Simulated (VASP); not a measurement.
# IrAu (P6_3/mmc) in VASP: single point with PBE

Aim: the single point of IrAu with PBE.

All numbers are computed with VASP 6.6.1; they aren't measurements. Logs are shortened: lines on timing, memory, paths and dates and some standing lists are left out, and cuts for length are marked.

### 1 The cell of the first run

The structure is hexagonal, space group P6_3/mmc (No. 194). The conventional cell has a = 4.744 Å, b = 4.744 Å, c = 3.927 Å, α = 90.00°, β = 90.00°, γ = 120.00°. Ir (site symmetry -6m2) has 12 Au at 2.91 to 4.02 Å and 8 Ir at 3.37 to 3.93 Å within 4.1 Å. Within 2.6 Å of Au (site symmetry -3m) lie 2 Au at 1.96 Å.

The cell was generated, and may not be a known phase.

### 2 Single point, PBE

Contents of INCAR:

```
PREC     = Accurate       # precision mode
ENCUT    = 560            # plane-wave cutoff, eV
EDIFF    = 1E-6           # SCF threshold, eV
ISMEAR   = 0              # smearing method
SIGMA    = 0.1            # smearing width, eV
LREAL    = F              # projectors in reciprocal space
LASPH    = T              # aspherical terms in the spheres
NELM     = 120            # most SCF steps
ALGO     = Normal         # electronic algorithm
ISIF     = 2              # what is computed and relaxed
LWAVE    = F              # write WAVECAR
LCHARG   = T              # write CHGCAR
GGA      = PE             # functional
LELF     = T              # ELF
LVHAR    = T            
NBANDS   = 44             # bands
GGA_COMPAT= F
```

Contents of KPOINTS:

```
regular mesh
0
Gamma
  6 6 4
```

Contents of POSCAR:

```
IrAu
1.0
    4.7444877600      0.0000000000      0.0000000000
   -2.3722438800      4.1088469300      0.0000000000
    0.0000000000      0.0000000000      3.9270752300
Ir Au
2 2
Direct
    0.3333333300      0.6666666700      0.2500000000
    0.6666666700      0.3333333300      0.7500000000
    0.0000000000      0.0000000000      0.0000000000
    0.0000000000      0.0000000000      0.5000000000
```

Potentials or basis: VASP PAW PBE potentials, release 64 (Ir_sv_GW, Au_sv_GW).

On the command line:

```console
$ cat potpaw_PBE.64/Ir_sv_GW/POTCAR potpaw_PBE.64/Au_sv_GW/POTCAR > POTCAR
$ mpirun -np 1 vasp_std > vasp.out
```

OUTCAR:

```text
PREC = Accurate
   ENCUT = 560
   EDIFF = 1E-6
   ISMEAR = 0
   LREAL = F
   LASPH = T
   NELM = 120
   ISIF = 2
   GGA = PE

 ion  position               nearest neighbor table
   1  0.333  0.667  0.250-   3 2.91   4 2.91   3 2.91   4 2.91   3 2.91   4 2.91
   2  0.667  0.333  0.750-   3 2.91   4 2.91   3 2.91   4 2.91   3 2.91   4 2.91
   3  0.000  0.000  0.000-   4 1.96   4 1.96   1 2.91   2 2.91   2 2.91   1 2.91   2 2.91   1 2.91

   4  0.000  0.000  0.500-   3 1.96   3 1.96   1 2.91   2 2.91   2 2.91   1 2.91   2 2.91   1 2.91

  LATTYP: Found a hexagonal cell.
 ALAT       =     4.7444877600
 C/A-ratio  =     0.8277132177

  Lattice vectors:

 A1 = (   4.7444877600,   0.0000000000,   0.0000000000)
 A2 = (  -2.3722438800,   4.1088469300,   0.0000000000)
 A3 = (   0.0000000000,   0.0000000000,   3.9270752300)

Analysis of symmetry for initial positions (statically):
=====================================================================
 Subroutine PRICEL returns:
 Original cell was already a primitive cell.

 Routine SETGRP: Setting up the symmetry group for a
 hexagonal supercell.

 Subroutine GETGRP returns: Found 24 space group operations
 (whereof 12 operations were pure point group operations)
 out of a pool of 24 trial point group operations.

The static configuration has the point symmetry D_3d.
 The point group associated with its full space group is D_6h.

Analysis of symmetry for dynamics (positions and initial velocities):
=====================================================================
 Subroutine PRICEL returns:
 Original cell was already a primitive cell.

 Routine SETGRP: Setting up the symmetry group for a
 hexagonal supercell.

 Subroutine GETGRP returns: Found 24 space group operations
 (whereof 12 operations were pure point group operations)
 out of a pool of 24 trial point group operations.

The dynamic configuration has the point symmetry D_3d.
 The point group associated with its full space group is D_6h.

 Subroutine INISYM returns: Found 24 space group operations
 (whereof 12 operations are pure point group operations),
 and found     1 'primitive' translations

[... 88 lines left out ...]
   ISPIN  =      1    spin polarized calculation?
   LNONCOLLINEAR =      F non collinear calculations
   LSORBIT =      F    spin-orbit coupling
   LASPH  =      T    aspherical Exc in radial PAW
   ENCUT  =  560.0 eV  41.16 Ry    6.42 a.u.   9.15  9.15  7.58*2*pi/ulx,y,z
   NELM   =    120;   NELMIN=  2; NELMDL= -5     # of ELM steps
   EDIFF  = 0.1E-05   stopping-criterion for ELM
   LREAL  =      F    real-space projection
   EDIFFG = 0.1E-04   stopping-criterion for IOM
   NSW    =      0    number of steps for IOM
   IBRION =     -1    ionic relax: 0-MD 1-quasi-New 2-CG
   NFREE  =      0    steps in history (QN), initial steepest desc. (CG)
   ISIF   =      2    stress and relaxation
   ISYM   =      2    0-nonsym 1-usesym 2-fastsym
   POTIM  = 0.5000    time-step for ionic-motion
   TEBEG  =    0.0;   TEEND  =   0.0 temperature during run
   PSTRESS=    0.0 pullay stress
   NELECT =      72.0000    total number of electrons
   NUPDOWN=      -1.0000    fix difference up-down
   EMIN   =  10.00;   EMAX   =-10.00  energy-range for DOS
   EFERMI =   0.00;   METHOD = LEGACY
   ISMEAR =     0;   SIGMA  =   0.10  broadening in eV -4-tet -1-fermi 0-gaus
   EFERMI_NEDOS =   21; number of points for ismear=-14 and -15
   IALGO  =     38    algorithm
   IMIX   =      4    mixing-type and parameters
     AMIX     =   0.40;   BMIX     =  1.00
     AMIX_MAG =   1.60;   BMIX_MAG =  1.00
  volume/ion in A,a.u.               =      19.14       129.16
  Fermi-wavevector in a.u.,A,eV,Ry     =   1.603957  3.031040 35.003427  2.572679
  Thomas-Fermi vector in A             =   2.700538
   LORBIT       =      0    0 simple, 1 ext, 2 COOP (PROOUT), +10 PAW based schemes
   GGA     = PE    functional components
   LHFCALC =     F    Hartree Fock is set to
   AEXX    =    0.0000 exact exchange contribution
   IVDW    =     0    specifies the selected vdW correction
   LEPSILON=     F    determine dielectric tensor
   LRPA    =     F    only Hartree local field effects (RPA)
 non-spin polarized calculation
 Gauss-broadening in eV      SIGMA  =   0.10
  energy-cutoff  :      560.00
  volume of cell :       76.56
 maximum number of plane-waves:      2324
 NGX is ok and might be reduce to    40
   NGX = 19   NGY = 19   NGZ = 15

 number of electron      72.0000006 magnetization

 Free energy of the ion-electron system (eV)
  ---------------------------------------------------
  ext. energy  EPLUGINS =         0.00000000
  ---------------------------------------------------
  free energy    TOTEN  =        -6.70994500 eV

  energy without entropy =       -6.65609349  energy(sigma->0) =       -6.68301924

 E-fermi :   7.4408     XC(G=0): -12.3829

 val. band max:        7.4312042883   @ k =   0.0000   0.0000   0.0000
 cond. band min:       7.4981191467   @ k =   0.3333   0.3333   0.0000
 fundamental gap:      0.0669148585
 Fermi energy:         7.4408269949

 k-point     1 :       0.0000    0.0000    0.0000
  band No.  band energies     occupation
      1    -100.0235      2.00000
      2     -99.3800      2.00000
      3     -83.8124      2.00000
      4     -83.8093      2.00000
      5     -54.5971      2.00000
      6     -51.0377      2.00000
[... 976 lines left out ...]
     43      18.6473      0.00000
     44      18.6644      0.00000

------------------------ aborting loop because EDIFF is reached ----------------------------------------

  FORCE on cell =-STRESS in cart. coord.  units (eV):
  Direction    XX          YY          ZZ          XY          YZ          ZX
  --------------------------------------------------------------------------------------
  -------------------------------------------------------------------------------------
  Total       -9.8970495     -9.8970495    104.7718502     -0.0000000      0.0000000      0.0000000
  in kB     -207.1275216   -207.1275218   2192.6872008     -0.0000000      0.0000000      0.0000000
  external PRESSURE =     592.8107191 kB  Pullay stress =       0.0000000 kB

 VOLUME and BASIS-vectors are now :
 -----------------------------------------------------------------------------
  energy-cutoff  :      560.00
  volume of cell :       76.56
      direct lattice vectors                 reciprocal lattice vectors
     4.744487760  0.000000000  0.000000000     0.210770909  0.121688641  0.000000000
    -2.372243880  4.108846930  0.000000000     0.000000000  0.243377282  0.000000000
     0.000000000  0.000000000  3.927075230     0.000000000  0.000000000  0.254642435

 POSITION                                       TOTAL-FORCE (eV/Angst)
 -----------------------------------------------------------------------------------
     -0.00000      2.73923      0.98177         0.000000     -0.000000      0.000000
      2.37224      1.36962      2.94531        -0.000000      0.000000      0.000000
      0.00000      0.00000      0.00000        -0.000000      0.000000      0.000000
      0.00000      0.00000      1.96354        -0.000000      0.000000      0.000000
 -----------------------------------------------------------------------------------
    total drift:                               -0.000036      0.000021      0.000000

  FREE ENERGIE OF THE ION-ELECTRON SYSTEM (eV)
  ---------------------------------------------------
  free  energy   TOTEN  =        -6.7099449957 eV

  energy  without entropy=       -6.6560934943  energy(sigma->0) =       -6.68301924
```

OSZICAR:

```text
N       E                     dE             d eps       ncg     rms          rms(c)
DAV:   1     0.175007290771E+04    0.17501E+04   -0.42998E+04  2628   0.243E+03
DAV:   2     0.203461015617E+03   -0.15466E+04   -0.14895E+04  2624   0.103E+03
DAV:   3     0.372582102834E+01   -0.19974E+03   -0.18700E+03  3052   0.450E+02
DAV:   4    -0.136656757636E+02   -0.17391E+02   -0.16164E+02  3096   0.120E+02
[... 10 lines left out ...]
DAV:  15    -0.670994665103E+01    0.18147E-03   -0.39630E-04  3220   0.167E-01    0.516E-02
DAV:  16    -0.670995993594E+01   -0.13285E-04   -0.66792E-05  2484   0.584E-02    0.199E-01
DAV:  17    -0.670994813426E+01    0.11802E-04   -0.91784E-06  1208   0.282E-02    0.955E-02
DAV:  18    -0.670994595583E+01    0.21784E-05   -0.20184E-06  1416   0.104E-02    0.603E-02
DAV:  19    -0.670994499572E+01    0.96011E-06   -0.81905E-07  1132   0.131E-02
   1 F= -.67099450E+01 E0= -.66830192E+01  d E =-.538515E-01
```

stdout:

```text
POSCAR found type information on POSCAR IrAu
 POSCAR found :  2 types and       4 ions
 scaLAPACK will be used
 LDA part: xc-table for (Slater+PW92), standard interpolation
 POSCAR, INCAR and KPOINTS ok, starting setup
 FFT: planning ... GRIDC
 FFT: planning ... GRID_SOFT
 FFT: planning ... GRID
 WAVECAR not read
 entering main loop
```

It took 81 s on 1 thread of AMD EPYC 9R45 (Zen 5), shared host; peak memory 0.22 GiB.

Results:

- Free energy: -6.7099 eV
- Pressure: 59.3 GPa
- Band gap on the k mesh: zero (bands 36 and 37 overlap by 0.61 eV)

Stress tensor (GPa, compression positive):
```
-20.71   0.00   0.00
  0.00 -20.71   0.00
  0.00   0.00 219.27
```

Levels at points of the mesh, in eV from the Fermi level:
```csv
k point,band 32,band 33,band 34,band 35,band 36,band 37,band 38,band 39,band 40,band 41
"(0.00, 0.00, 0.00)",-0.68,-0.68,-0.42,-0.42,-0.01,-0.01,2.87,3.90,5.26,5.26
"(0.50, 0.00, 0.00)",-0.60,-0.44,-0.15,-0.05,-0.02,0.28,0.44,0.95,3.98,5.58
"(0.00, 0.00, 0.50)",-1.94,-0.15,-0.15,0.23,0.23,0.23,0.23,5.64,5.64,6.79
"(0.50, 0.00, 0.50)",-1.22,-0.90,-0.90,-0.63,-0.63,-0.27,-0.27,1.60,1.60,5.96
```

Caveat: the k points lie up to 0.40 Å⁻¹ apart, too coarse for converged energies and pressures of a metal; spin-orbit coupling is left out, which moves the levels of the heavy elements.

The gap in the log of VASP goes by the Fermi energy; the results here count the filled bands.